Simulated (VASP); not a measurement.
Input of a VASP 6.6.1 run:

Contents of INCAR:

```
SYSTEM = Ba
ALGO = Fast ; EDIFF = 1E-6
ENCUT = 520 ; GGA = PS
ISIF = 2 ; ISMEAR = 0
LASPH = .True. ; LCHARG = .False.
LREAL = .False. ; LWAVE = .False.
NBANDS = 11 ; NELM = 80
PREC = Accurate ; SIGMA = 0.15
```

The input KPOINTS:

```
k-points
0
Gamma
  16 16 16
  0 0 0
```

Contents of POSCAR:

```
Ba
1.0
   -2.5342508315      2.5342508315      2.4328807982
    2.5342508315     -2.5342508315      2.4328807982
    2.5342508315      2.5342508315     -2.4328807982
Ba
1
Direct
    0.0000000000      0.0000000000      0.0000000000
```

Potentials or basis: VASP PAW PBE potentials, release 64 (Ba_sv).

Run with:

```console
$ cat potpaw_PBE.64/Ba_sv/POTCAR > POTCAR
$ mpirun -np 1 vasp_std > vasp.out
```

What does it give for the pressure?

-0.5 GPa.

What does it give for the band gap on the k mesh?

Zero (band 5 reaches 2.05 eV, above the bottom of band 6 at 1.05 eV).

Stress tensor (GPa, compression positive):
```
-0.60  0.00  0.00
 0.00 -0.60  0.00
 0.00  0.00 -0.39
```

Caveat: the PAW data sets were made with another functional, which shifts forces and pressure a little; spin-orbit coupling is left out, which moves the levels of the heavy elements.
